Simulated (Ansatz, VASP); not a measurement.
## Re in VASP and in Ansatz

Contents of INCAR:

```
PREC = Accurate ; ENCUT = 520
EDIFF = 1E-7 ; ISMEAR = -1
SIGMA = 0.1 ; LREAL = False
LASPH = True ; NELM = 80
ALGO = Normal ; ISIF = 2
LWAVE = False ; LCHARG = False
GGA = RE ; NBANDS = 22
```

File KPOINTS:

```
regular mesh
0
Gamma
  15 15 4
```

File POSCAR:

```
Re
1.0
    2.7840733746      0.0000000000      0.0000000000
   -1.3920366873      2.4110782684      0.0000000000
    0.0000000000      0.0000000000      8.9751892581
Re
4
Direct
    1.0000000000      1.0000000000      0.0000000000
    1.0000000000      1.0000000000      0.5000000000
    0.3333333333      0.6666666667      0.2500000000
    0.6666666667      0.3333333333      0.7500000000
```

Input for Ansatz:

```yaml
crystal:
  lattice:
    - [2.7840733746, 0.0, 0.0]
    - [-1.3920366873, 2.4110782684, 0.0]
    - [0.0, 0.0, 8.9751892581]
  atoms:
    - { symbol: Re, position: [1.0, 1.0, 0.0] }
    - { symbol: Re, position: [1.0, 1.0, 0.5] }
    - { symbol: Re, position: [0.3333333333, 0.6666666667, 0.25] }
    - { symbol: Re, position: [0.6666666667, 0.3333333333, 0.75] }
hamiltonian:
  xc: revpbe
  pseudopotentials:
    kind: paw
    azcp:
      Re: "pseudopotentials/Re.paw.azcp"
basis:
  ecutwfc: 420
  fft_grid_basis: typed
kpoints:
  mp_grid: { grid: [15, 15, 4], shift: [0, 0, 0] }
magnetization:
  spin_polarized: false
scf:
  occupations: { method: fermi_dirac, width: 0.1 }
  lower_state_search: "off"
output:
  stress: true
```

Alike in both runs: task single point; functional revPBE; k mesh 15 × 15 × 4; occupations fermi-dirac, width 0.1 eV; no spin polarisation.

|  | VASP | Ansatz |
| --- | --- | --- |
| version | VASP 6.6.1 | Ansatz 0.2.0 |
| potentials or method | VASP PAW PBE potentials, release 64 (Re), cutoff 520 eV | plane waves (420 eV) with PAW, scalar-relativistic |
| valence electrons in the cell | 28 | 60 |

VASP gave:

| Quantity | Value |
| --- | --- |
| pressure (GPa) | -0.6 |
| traceless stress, the component that is largest in VASP (GPa) | 0.09 |

**Question.** What did Ansatz give for the same quantities?

**Answer.** Pressure (GPa): 0.1; traceless stress, the component that is largest in VASP (GPa): 0.16.

VASP's potentials were made for PBE, not for revPBE. With one functional, cell and mesh, what is left measures potentials, basis and numerics. VASP's potentials hold 28 valence electrons a cell and Ansatz's 60, so a difference there can come from the potentials and not from the codes.

Neither program's run includes spin-orbit coupling.
